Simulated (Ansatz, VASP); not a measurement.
**One calculation of Cs2InAgCl6, two programs**

```
Cs In Ag Cl
1.0
     0.00000    5.14576    5.14576
     5.14576    0.00000    5.14576
     5.14576    5.14576    0.00000
Cs In Ag Cl
2 1 1 6
Direct
  0.25000 0.25000 0.25000
  0.75000 0.75000 0.75000
  0.00000 0.00000 0.00000
  0.50000 0.50000 0.50000
  0.76021 0.23979 0.23979
  0.23979 0.76021 0.23979
  0.23979 0.76021 0.76021
  0.76021 0.23979 0.76021
  0.23979 0.23979 0.76021
  0.76021 0.76021 0.23979
```

Alike in both runs: task single point; functional LDA; k mesh 4 × 4 × 4; no spin polarisation.

```csv
,VASP,Ansatz
version,VASP 6.6.1,Ansatz 0.2.0
potentials or method,"VASP PAW LDA potentials, release 64 (Cs_sv, In_d, Ag, Cl), cutoff 500 eV","plane waves, PAW"
occupations,"gaussian, width 0.01 eV",fixed
valence electrons in the cell,84,92
```

|  | VASP | Ansatz | Ansatz less VASP |
| --- | --- | --- | --- |
| pressure (GPa) | -0.3 | -0.4 | 0.00 |

LDA's correlation is that of Perdew and Zunger in VASP and of Perdew and Wang (1992) in Ansatz. VASP's potentials hold 84 valence electrons a cell and Ansatz's 92, so a difference there can come from the potentials and not from the codes.

Spin-orbit coupling is off throughout.
